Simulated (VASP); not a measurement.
**Al3Cu: single point with PBEsol**

The system is Al3Cu.

```
Al Cu
1.0
     2.72474    0.00000    0.00000
     0.00000    2.72474    0.00000
     0.00000    0.00000    7.43793
Al Cu
3 1
Cartesian
  0.0000 0.0000 3.7190
  1.3624 1.3624 1.6615
  1.3624 1.3624 5.7765
  0.0000 0.0000 0.0000
```

This cell differs from its parent crystal: volume scaled by 0.94, then relaxed in part.

```
Program                : VASP 6.6.1
Task                   : single point
Functional             : PBEsol
Potentials or basis    : VASP PAW PBE potentials, release 64 (Al, Cu)
Cutoff                 : 520 eV
k mesh                 : 16 × 16 × 6
Occupations            : gaussian, width 0.1 eV
Spin                   : no spin polarisation
Dipole correction      : no
Further INCAR settings : ALGO = Fast; EDIFF = 1e-06; NBANDS = 18
```

The pressure is 7.1 GPa. The largest force is 0.022 eV/Å and the band gap on the k mesh is zero (band 10 reaches 13.49 eV, above the bottom of band 11 at 7.21 eV).

Forces on the atoms (eV/Å):
```
Al   0.000  0.000  0.000
Al   0.000  0.000  0.022
Al   0.000  0.000 -0.022
Cu   0.000  0.000  0.000
```

Levels at points of the mesh, in eV from the Fermi level:
| k point | band 8 | band 9 | band 10 | band 11 | band 12 | band 13 |
| --- | --- | --- | --- | --- | --- | --- |
| (0.00, 0.00, 0.00) | -3.40 | -1.92 | 0.57 | 6.40 | 6.93 | 6.93 |
| (0.50, 0.00, 0.00) | -3.84 | -3.72 | -2.45 | -1.91 | 2.69 | 4.04 |
| (0.50, 0.50, 0.00) | -0.54 | -0.37 | 0.09 | 0.09 | 0.48 | 0.48 |
| (0.00, 0.00, 0.50) | -3.72 | -3.40 | 4.22 | 5.78 | 6.37 | 7.50 |
| (0.50, 0.00, 0.50) | -3.72 | -2.74 | -1.10 | -1.03 | 0.05 | 0.94 |
| (0.50, 0.50, 0.50) | -1.78 | -1.78 | -0.58 | -0.57 | 0.59 | 1.92 |

Wall time 110 s on 1 thread of Intel(R) Xeon(R) Platinum 8375C CPU @ 2.90GHz (Ice Lake), with other jobs on the host, peak memory 0.28 GiB.

Caveat: the PAW data sets were made with another functional, which shifts forces and pressure a little.
